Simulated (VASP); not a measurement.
A run of VASP 6.6.1:

File INCAR:

```
PREC = Accurate
ENCUT = 520
EDIFF = 1E-7
ISMEAR = 0
SIGMA = 0.05
LREAL = F
LASPH = T
NELM = 100
ALGO = Normal
ISIF = 2
LWAVE = F
LCHARG = F
GGA = PE
NBANDS = 12
```

The input KPOINTS:

```
Automatic mesh
0
Gamma
  8 8 8
```

Contents of POSCAR:

```
LiCl
1.0
    0.0000000000      2.9607991422      1.9245194424
    2.9607991422      0.0000000000      1.9245194424
    2.9607991422      2.9607991422      0.0000000000
Li Cl
1 1
Direct
    0.0000000000      0.0000000000      0.0000000000
    0.5000000000      0.5000000000      0.5000000000
```

Potentials or basis: VASP PAW PBE potentials, release 64 (Li_sv, Cl).

Launch:

```console
$ cat potpaw_PBE.64/Li_sv/POTCAR potpaw_PBE.64/Cl/POTCAR > POTCAR
$ mpirun -np 1 vasp_std > vasp.out
```

Hardware: 1 thread of Intel(R) Xeon(R) Platinum 8259CL CPU @ 2.50GHz (Skylake/Cascade Lake), on a shared host.

Q: How long does it take, and how much memory?

A: Run time: 21 s on 1 thread of Intel(R) Xeon(R) Platinum 8259CL CPU @ 2.50GHz (Skylake/Cascade Lake), with other jobs on the host, peak memory 0.16 GiB. Counts: scf iterations 13, k points 59.
